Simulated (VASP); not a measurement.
Set up this calculation in VASP 6.6.1, as the native input.

```
Task                   : single point
Functional             : LDA
Potentials or basis    : VASP PAW LDA potentials, release 64 (Nb_sv)
Cutoff                 : 520 eV
k mesh                 : 22 × 22 × 22
Occupations            : fermi-dirac, width 0.1 eV
Spin                   : no spin polarisation
Dipole correction      : no
Further INCAR settings : ALGO = Normal; EDIFF = 1e-06; NBANDS = 12
```

The structure of Nb lies in POSCAR:

```
Nb
1.0
   -1.6652877569      1.6652877569      1.6652877569
    1.6652877569     -1.6652877569      1.6652877569
    1.6652877569      1.6652877569     -1.6652877569
Nb
1
Direct
    0.0000000000      0.0000000000      0.0000000000
```

This cell differs from its parent crystal: volume scaled by 1.08.

One way to write it, as run:

INCAR

```
SYSTEM = Nb
PREC     = Accurate       ! precision mode
ENCUT    = 520            ! plane-wave cutoff, eV
EDIFF    = 1E-6           ! SCF threshold, eV
ISMEAR   = -1             ! smearing method
SIGMA    = 0.1            ! smearing width, eV
LREAL    = .False.        ! projectors in reciprocal space
LASPH    = .True.         ! aspherical terms in the spheres
NELM     = 60             ! most SCF steps
ALGO     = Normal         ! electronic algorithm
ISIF     = 2              ! what is computed and relaxed
LWAVE    = .False.        ! write WAVECAR
LCHARG   = .False.        ! write CHGCAR
NBANDS   = 12             ! bands
```

KPOINTS

```
Automatic mesh
0
Gamma
  22 22 22
  0 0 0
```

Potentials or basis: VASP PAW LDA potentials, release 64 (Nb_sv).

Run with:

```sh
$ cat potpaw_LDA.64/Nb_sv/POTCAR > POTCAR
$ mpirun -np 1 vasp_std > vasp.out
```

Results of the run:

| Quantity | Value |
| --- | --- |
| Pressure | -12.5 GPa |

It took 21 s on 1 thread of Intel(R) Xeon(R) 6975P-C (Granite Rapids), on a shared host, peak memory 0.18 GiB.
